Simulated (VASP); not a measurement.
Runs of VASP 6.6.1 on GaAs. The structure is that of space group F-43m (No. 216), or close to it. The cells are those of the table. 

```csv
level,cell,cutoff (eV),gap on the mesh (eV),pressure (GPa)
PBE,"a = 4.142 Å, angles 60.0°, 2 atoms",520,none,-2.8
r2SCAN,"a = 3.925 Å, angles 60.0°, 2 atoms",520,(b),5.3
r2SCAN,"a = 4.046 Å, angles 60.0°, 2 atoms",520,0.71,(a)
PBE,"a = 4.102 Å, angles 60.0°, 2 atoms",520,none,(c)
PBE,"a = 4.062 Å, angles 60.0°, 2 atoms",520,0.16,0.1
PBE,"a = 4.021 Å, angles 60.0°, 2 atoms",500,0.39,2.1
PBE,"a = 4.142 Å, angles 60.0°, 2 atoms",500,none,-2.8
PBE,"a = 3.979 Å, angles 60.0°, 2 atoms",520,0.62,4.6
```

Alike in all rows: task single point; potentials or basis VASP PAW PBE potentials, release 64 (Ga_d, As); no spin polarisation; k mesh 6 × 6 × 6; smearing gaussian 0.01 eV.

Problem. Estimate the missing entries.

Solution. (a) -1.9; (b) 1.45; (c) -1.4.

Caveats: the PAW data sets were made with another functional, which shifts forces and pressure a little (some runs).

A k mesh can miss the band edges, and the runs leave out spin-orbit coupling on As, Ga.

A gap of «none» marks levels without a gap at the run's occupations.
